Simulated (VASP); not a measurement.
# Ta3N (P-3m1) in VASP: notebook

The runs below take Ta3N through single point, with PBE.

All numbers are computed with VASP 6.6.1; they aren't measurements. Logs are shortened: lines on timing, memory, paths and dates and some standing lists are left out, and cuts for length are marked.

## Step 1: The cell of the first run

It takes space group P-3m1 (No. 164, trigonal). The conventional cell has a = 3.255 Å, b = 3.255 Å, c = 6.513 Å, α = 90.00°, β = 90.00°, γ = 120.00°. Ta (site symmetry -3m) has 12 Ta at 2.84 to 3.26 Å and 2 N at 3.26 Å within 3.7 Å. Within 3.0 Å of Ta (site symmetry 3m) lie 3 N at 2.19 Å and 6 Ta at 2.84 to 2.94 Å. Within 2.9 Å of N (site symmetry -3m) lie 6 Ta at 2.19 Å.

## Step 2: Single point, PBE

File INCAR:

```
SYSTEM = Ta3N
PREC = Accurate
ENCUT = 520
EDIFF = 1E-7
ISMEAR = 0
SIGMA = 0.15
LREAL = .FALSE.
LASPH = .TRUE.
NELM = 100
ALGO = Normal
ISIF = 2
LWAVE = .FALSE.
LCHARG = .FALSE.
GGA = PE
NBANDS = 27
```

File KPOINTS:

```
Automatic mesh
0
G
  24 24 8
  0 0 0
```

File POSCAR:

```
Ta3N
1.0
    3.2551082548      0.0000000000      0.0000000000
   -1.6275541274      2.8190064407      0.0000000000
    0.0000000000      0.0000000000      6.5129320655
Ta N
3 1
Direct
    0.0000000000      0.0000000000      0.5000000000
    0.3333333333      0.6666666667      0.1735950547
    0.6666666667      0.3333333333      0.8264049453
    0.0000000000      0.0000000000      0.0000000000
```

Potentials or basis: VASP PAW PBE potentials, release 64 (Ta_pv, N).

The run is started by

```sh
$ cat potpaw_PBE.64/Ta_pv/POTCAR potpaw_PBE.64/N/POTCAR > POTCAR
$ mpirun -np 1 vasp_std > vasp.out
```

OUTCAR:

```text
SYSTEM = Ta3N
   PREC = Accurate
   ENCUT = 520
   EDIFF = 1E-7
   ISMEAR = 0
   LREAL = .FALSE.
   LASPH = .TRUE.
   NELM = 100
   ISIF = 2
   GGA = PE

 ion  position               nearest neighbor table
   1  0.000  0.000  0.500-   2 2.84   3 2.84   2 2.84   3 2.84   3 2.84   2 2.84
   2  0.333  0.667  0.174-   4 2.19   4 2.19   4 2.19   1 2.84   1 2.84   1 2.84   3 2.94   3 2.94
                             3 2.94
   3  0.667  0.333  0.826-   4 2.19   4 2.19   4 2.19   1 2.84   1 2.84   1 2.84   2 2.94   2 2.94
                             2 2.94
   4  0.000  0.000  0.000-   2 2.19   3 2.19   2 2.19   3 2.19   3 2.19   2 2.19

  LATTYP: Found a hexagonal cell.
 ALAT       =     3.2551082548
 C/A-ratio  =     2.0008342444

  Lattice vectors:

 A1 = (   3.2551082548,   0.0000000000,   0.0000000000)
 A2 = (  -1.6275541274,   2.8190064407,   0.0000000000)
 A3 = (   0.0000000000,   0.0000000000,   6.5129320655)

Analysis of symmetry for initial positions (statically):
=====================================================================
 Subroutine PRICEL returns:
 Original cell was already a primitive cell.

 Routine SETGRP: Setting up the symmetry group for a
 hexagonal supercell.

 Subroutine GETGRP returns: Found 12 space group operations
 (whereof 12 operations were pure point group operations)
 out of a pool of 24 trial point group operations.

The static configuration has the point symmetry D_3d.

Analysis of symmetry for dynamics (positions and initial velocities):
=====================================================================
 Subroutine PRICEL returns:
 Original cell was already a primitive cell.

 Routine SETGRP: Setting up the symmetry group for a
 hexagonal supercell.

 Subroutine GETGRP returns: Found 12 space group operations
 (whereof 12 operations were pure point group operations)
 out of a pool of 24 trial point group operations.

The dynamic configuration has the point symmetry D_3d.

 Subroutine INISYM returns: Found 12 space group operations
 (whereof 12 operations are pure point group operations),
 and found     1 'primitive' translations

----------------------------------------------------------------------------------------

                                     Primitive cell

  volume of cell :      59.7638

  direct lattice vectors                    reciprocal lattice vectors
     3.255108255  0.000000000  0.000000000     0.307209445  0.177367456  0.000000000
    -1.627554127  2.819006441  0.000000000     0.000000000  0.354734911  0.000000000
     0.000000000  0.000000000  6.512932066     0.000000000  0.000000000  0.153540677

  length of vectors
     3.255108255  3.255108255  6.512932066     0.354734911  0.354734911  0.153540677

  position of ions in fractional coordinates (direct lattice)
     0.000000000  0.000000000  0.500000000
     0.333333333  0.666666667  0.173595055
     0.666666667  0.333333333  0.826404945
     0.000000000  0.000000000  0.000000000

  ion indices of the primitive-cell ions
   primitive index   ion index
                 1           1
                 2           2
                 3           3
                 4           4

----------------------------------------------------------------------------------------

 KPOINTS: Automatic mesh

Automatic generation of k-mesh.
 Grid dimensions read from file:
 generate k-points for:   24   24    8

 Generating k-lattice:

  Cartesian coordinates                     Fractional coordinates (reciprocal lattice)
     0.012800394  0.007390311  0.000000000     0.041666667  0.000000000  0.000000000
     0.000000000  0.014780621  0.000000000     0.000000000  0.041666667  0.000000000
     0.000000000  0.000000000  0.019192585     0.000000000  0.000000000  0.125000000

  Length of vectors
     0.014780621  0.014780621  0.019192585

  Shift w.r.t. Gamma in fractional coordinates (k-lattice)
     0.000000000  0.000000000  0.000000000

 Subroutine IBZKPT returns following result:
 ===========================================

 Found    449 irreducible k-points:

 Following reciprocal coordinates:
            Coordinates               Weight
  0.000000  0.000000  0.000000      1.000000
  0.041667  0.000000  0.000000      6.000000
  0.083333  0.000000  0.000000      6.000000
  0.125000  0.000000  0.000000      6.000000
  0.166667  0.000000  0.000000      6.000000
  0.208333  0.000000  0.000000      6.000000
[... 16 lines left out ...]
  0.416667  0.041667  0.000000     12.000000
  0.458333  0.041667  0.000000     12.000000
 [... further k-points ...]
   k-points           NKPTS =    449   k-points in BZ     NKDIM =    449   number of bands    NBANDS=     27
   number of dos      NEDOS =    301   number of ions     NIONS =      4
   total plane-waves  NPLWV =  27648
   dimension x,y,z NGX =    24 NGY =   24 NGZ =   48
   dimension x,y,z NGXF=    48 NGYF=   48 NGZF=   96
   ions per type =               3   1
   NGX,Y,Z   is equivalent  to a cutoff of  12.26, 12.26, 12.25 a.u.
   NGXF,Y,Z  is equivalent  to a cutoff of  24.51, 24.51, 24.50 a.u.
 SYSTEM =  Ta3N
   PREC   = accura    normal or accurate (medium, high low for compatibility)
   ISTART =      0    job   : 0-new  1-cont  2-samecut
   ICHARG =      2    charge: 1-file 2-atom 10-const
   ISPIN  =      1    spin polarized calculation?
   LNONCOLLINEAR =      F non collinear calculations
   LSORBIT =      F    spin-orbit coupling
   LASPH  =      T    aspherical Exc in radial PAW
   ENCUT  =  520.0 eV  38.22 Ry    6.18 a.u.   6.05  6.05 12.11*2*pi/ulx,y,z
   NELM   =    100;   NELMIN=  2; NELMDL= -5     # of ELM steps
   EDIFF  = 0.1E-06   stopping-criterion for ELM
   LREAL  =      F    real-space projection
   EDIFFG = 0.1E-05   stopping-criterion for IOM
   NSW    =      0    number of steps for IOM
   IBRION =     -1    ionic relax: 0-MD 1-quasi-New 2-CG
   NFREE  =      0    steps in history (QN), initial steepest desc. (CG)
   ISIF   =      2    stress and relaxation
   ISYM   =      2    0-nonsym 1-usesym 2-fastsym
   POTIM  = 0.5000    time-step for ionic-motion
   TEBEG  =    0.0;   TEEND  =   0.0 temperature during run
   PSTRESS=    0.0 pullay stress
   NELECT =      38.0000    total number of electrons
   NUPDOWN=      -1.0000    fix difference up-down
   EMIN   =  10.00;   EMAX   =-10.00  energy-range for DOS
   EFERMI =   0.00;   METHOD = LEGACY
   ISMEAR =     0;   SIGMA  =   0.15  broadening in eV -4-tet -1-fermi 0-gaus
   EFERMI_NEDOS =   21; number of points for ismear=-14 and -15
   IALGO  =     38    algorithm
   IMIX   =      4    mixing-type and parameters
     AMIX     =   0.40;   BMIX     =  1.00
     AMIX_MAG =   1.60;   BMIX_MAG =  1.00
  volume/ion in A,a.u.               =      14.94       100.83
  Fermi-wavevector in a.u.,A,eV,Ry     =   1.407743  2.660248 26.963211  1.981740
  Thomas-Fermi vector in A             =   2.529971
   LORBIT       =      0    0 simple, 1 ext, 2 COOP (PROOUT), +10 PAW based schemes
   GGA     = PE    functional components
   LHFCALC =     F    Hartree Fock is set to
   AEXX    =    0.0000 exact exchange contribution
   IVDW    =     0    specifies the selected vdW correction
   LEPSILON=     F    determine dielectric tensor
   LRPA    =     F    only Hartree local field effects (RPA)
 non-spin polarized calculation
 Gauss-broadening in eV      SIGMA  =   0.15
  energy-cutoff  :      520.00
  volume of cell :       59.76
 maximum number of plane-waves:      1646
   NGX = 13   NGY = 13   NGZ = 25

 number of electron      38.0000002 magnetization

 Free energy of the ion-electron system (eV)
  ---------------------------------------------------
  ext. energy  EPLUGINS =         0.00000000
  ---------------------------------------------------
  free energy    TOTEN  =       -44.86386598 eV

  energy without entropy =      -44.83508738  energy(sigma->0) =      -44.84947668

 E-fermi :   6.4891     XC(G=0): -12.6696

 val. band max:        6.4883234699   @ k =   0.0000   0.1667   0.3750
 cond. band min:       6.4909894252   @ k =  -0.0417   0.5000   0.2500
 fundamental gap:      0.0026659553
 Fermi energy:         6.4890806735

 k-point     1 :       0.0000    0.0000    0.0000
  band No.  band energies     occupation
      1     -28.4763      2.00000
      2     -28.1205      2.00000
      3     -28.1042      2.00000
      4     -28.1042      2.00000
      5     -28.0144      2.00000
      6     -28.0144      2.00000
[... 19 lines left out ...]
     26       9.5580      0.00000
     27      10.0906      0.00000

 k-point     2 :       0.0417    0.0000    0.0000
  band No.  band energies     occupation
      1     -28.4768      2.00000
      2     -28.1556      2.00000
      3     -28.1082      2.00000
      4     -28.0759      2.00000
      5     -28.0165      2.00000
      6     -28.0137      2.00000
[... 19 lines left out ...]
     26       9.6283      0.00000
     27      10.2500      0.00000

 k-point     3 :       0.0833    0.0000    0.0000
  band No.  band energies     occupation
      1     -28.4786      2.00000
      2     -28.2027      2.00000
      3     -28.1194      2.00000
      4     -28.0540      2.00000
      5     -28.0172      2.00000
      6     -28.0125      2.00000
[... 19 lines left out ...]
     26       9.7675      0.00000
     27      10.4475      0.00000

 k-point     4 :       0.1250    0.0000    0.0000
  band No.  band energies     occupation
      1     -28.4822      2.00000
      2     -28.2539      2.00000
      3     -28.1359      2.00000
      4     -28.0589      2.00000
      5     -28.0118      2.00000
      6     -28.0023      2.00000
[... 19 lines left out ...]
     26      10.0338      0.00000
     27      10.7417      0.00000

 k-point     5 :       0.1667    0.0000    0.0000
  band No.  band energies     occupation
      1     -28.4881      2.00000
      2     -28.3076      2.00000
      3     -28.1557      2.00000
      4     -28.0782      2.00000
      5     -28.0124      2.00000
      6     -27.9830      2.00000
[... 19 lines left out ...]
     26      10.3836      0.00000
     27      11.1818      0.00000

 k-point     6 :       0.2083    0.0000    0.0000
  band No.  band energies     occupation
      1     -28.4974      2.00000
      2     -28.3618      2.00000
      3     -28.1773      2.00000
      4     -28.1025      2.00000
      5     -28.0145      2.00000
      6     -27.9672      2.00000
[... 444 lines left out ...]
      1     -28.5564      2.00000
      2     -28.5195      2.00000
      3     -28.2520      2.00000
      4     -28.1846      2.00000
      5     -28.0359      2.00000
      6     -27.9421      2.00000
[... 19 lines left out ...]
     26      11.2063      0.00000
     27      11.6506      0.00000

 k-point    22 :       0.3750    0.0417    0.0000
  band No.  band energies     occupation
      1     -28.5757      2.00000
      2     -28.5470      2.00000
      3     -28.2657      2.00000
      4     -28.2024      2.00000
      5     -28.0399      2.00000
      6     -27.9405      2.00000
[... 19 lines left out ...]
     26      11.2735      0.00000
     27      11.4689      0.00000

 k-point    23 :       0.4167    0.0417    0.0000
  band No.  band energies     occupation
      1     -28.5909      2.00000
      2     -28.5654      2.00000
      3     -28.2753      2.00000
      4     -28.2149      2.00000
      5     -28.0429      2.00000
      6     -27.9395      2.00000
[... 19 lines left out ...]
     26      11.2077      0.00000
     27      11.3297      0.00000

 k-point    24 :       0.4583    0.0417    0.0000
  band No.  band energies     occupation
      1     -28.5991      2.00000
      2     -28.5747      2.00000
      3     -28.2802      2.00000
      4     -28.2214      2.00000
      5     -28.0445      2.00000
      6     -27.9389      2.00000
[... 19 lines left out ...]
     26      11.0428      0.00000
     27      11.2706      0.00000

 [... further k-points ...]
[... 5 lines left out ...]
  --------------------------------------------------------------------------------------
  -------------------------------------------------------------------------------------
  Total       -2.0313182     -2.0313182      6.9085706      0.0000000      0.0000000      0.0000000
  in kB      -54.4565971    -54.4565971    185.2084204      0.0000000      0.0000000      0.0000000
  external PRESSURE =      25.4317421 kB  Pullay stress =       0.0000000 kB

 VOLUME and BASIS-vectors are now :
 -----------------------------------------------------------------------------
  energy-cutoff  :      520.00
  volume of cell :       59.76
      direct lattice vectors                 reciprocal lattice vectors
     3.255108255  0.000000000  0.000000000     0.307209445  0.177367456  0.000000000
    -1.627554127  2.819006441  0.000000000     0.000000000  0.354734911  0.000000000
     0.000000000  0.000000000  6.512932066     0.000000000  0.000000000  0.153540677

 POSITION                                       TOTAL-FORCE (eV/Angst)
 -----------------------------------------------------------------------------------
      0.00000      0.00000      3.25647         0.000000      0.000000      0.000000
     -0.00000      1.87934      1.13061        -0.000000      0.000000     -0.879523
      1.62755      0.93967      5.38232         0.000000     -0.000000      0.879523
      0.00000      0.00000      0.00000        -0.000000      0.000000      0.000000
 -----------------------------------------------------------------------------------
    total drift:                                0.000000     -0.000000     -0.000000

  FREE ENERGIE OF THE ION-ELECTRON SYSTEM (eV)
  ---------------------------------------------------
  free  energy   TOTEN  =       -44.8638659773 eV

  energy  without entropy=      -44.8350873817  energy(sigma->0) =      -44.84947668
```

It took 7.9 min on 1 thread of Intel Xeon Platinum 8259CL at 2.50GHz (Skylake/Cascade Lake), shared host; peak memory 0.64 GiB.

Results:

| Property | Result |
| --- | --- |
| Free energy | -44.8639 eV |
| Pressure | 2.5 GPa |
| Largest force | 0.880 eV/Å |
| Band gap on the k mesh | zero (bands 19 and 20 overlap by 1.04 eV) |

Forces on the atoms (eV/Å):
```
Ta   0.000  0.000  0.000
Ta   0.000  0.000 -0.880
Ta   0.000  0.000  0.880
N    0.000  0.000  0.000
```

Stress tensor (GPa, compression positive):
```
-5.45  0.00  0.00
 0.00 -5.45  0.00
 0.00  0.00 18.52
```

Levels at points of the mesh, in eV from the Fermi level:
```csv
k point,band 16,band 17,band 18,band 19,band 20,band 21,band 22,band 23
"(0.00, 0.00, 0.00)",-1.55,-1.55,-0.25,-0.25,0.31,1.55,1.63,2.41
"(0.50, 0.00, 0.00)",-2.58,-1.34,-0.11,0.37,0.93,1.89,1.97,3.46
"(0.00, 0.00, 0.50)",-0.78,-0.78,-0.08,-0.08,0.07,0.37,1.00,1.00
"(0.50, 0.00, 0.50)",-2.26,-1.50,-0.19,-0.04,0.54,2.35,2.62,3.44
```

Caveat: the stress differs along the axes, from -5 to 19 GPa; spin-orbit coupling is left out, which moves the levels of the heavy elements.

(Part 1 of 2 ends here.)
